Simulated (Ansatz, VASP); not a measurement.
One calculation of PbSe, two programs

```xyz
2
Lattice="0.0000 3.0809 3.0809 3.0809 0.0000 3.0809 3.0809 3.0809 0.0000" Properties=species:S:1:pos:R:3 pbc="T T T"
Pb    0.0000    0.0000    0.0000
Se    3.0809    3.0809    3.0809
```

Alike in both runs: task single point; functional LDA; k mesh 8 × 8 × 8; occupations fermi-dirac, width 0.05 eV; no spin polarisation.

|  | VASP | Ansatz |
| --- | --- | --- |
| version | VASP 6.6.1 | Ansatz 0.2.0 |
| potentials or method | VASP PAW LDA potentials, release 64 (Pb_d, Se) | JTH PAW LDA |
| plane-wave cutoff (eV) | 520 | 1800 |
| valence electrons in the cell | 20 | 20 |

|  | VASP | Ansatz | Ansatz less VASP |
| --- | --- | --- | --- |
| gap on the k mesh at the Fermi level (eV) | 0.22 | 0.24 | +0.017 |
| least direct gap on the mesh (eV) | 0.22 | 0.24 | +0.017 |
| pressure (GPa) | -3.0 | -3.0 | -0.06 |

LDA's correlation is that of Perdew and Zunger in VASP and of Perdew and Wang (1992) in Ansatz.

Spin-orbit coupling is off throughout.
